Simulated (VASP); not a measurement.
## SrTiO3: single point with PBE+D3(BJ)

The system is SrTiO3.

```
Sr Ti O
1.0
     3.91270    0.00000    0.00000
     0.00000    3.91270    0.00000
     0.00000    0.00000    3.91270
Sr Ti O
1 1 3
Cartesian
  0.0000 0.0000 0.0000
  1.9564 1.9564 1.9564
  1.9564 0.0000 1.9564
  1.9564 1.9564 0.0000
  0.0000 1.9564 1.9564
```

```
Program             : VASP 6.6.1
Task                : single point
Functional          : PBE
Dispersion          : D3(BJ)
Potentials or basis : VASP PAW PBE potentials, release 64 (Sr_sv, Ti_sv, O)
Cutoff              : 600 eV
k mesh              : 2 × 2 × 2
Occupations         : gaussian, width 0.1 eV
Spin                : no spin polarisation
```

The pressure is 2.4 GPa, the band gap on the k mesh is 1.46 eV, indirect (least direct gap 1.82 eV) and the dispersion energy per atom is -0.264 eV.

Levels at points of the mesh, in eV from the valence-band top:
```
           k point  band 18  band 19  band 20  band 21  band 22  band 23
(0.00, 0.00, 0.00)    -0.37    -0.37    -0.37     1.46     1.46     1.46
(0.50, 0.00, 0.00)    -1.99    -0.75    -0.75     1.61     3.40     3.40
(0.50, 0.50, 0.00)    -1.58    -1.58    -0.09     3.40     3.40     3.82
(0.50, 0.50, 0.50)     0.00     0.00     0.00     4.04     4.04     4.04
```

Wall time 11 s on 1 thread of Intel Xeon 6975P-C, with other jobs on the host, peak memory 0.19 GiB.

Caveat: the k points lie up to 0.80 Å⁻¹ apart; three body term missing. As with any semilocal functional, this PBE gap is likely too small.
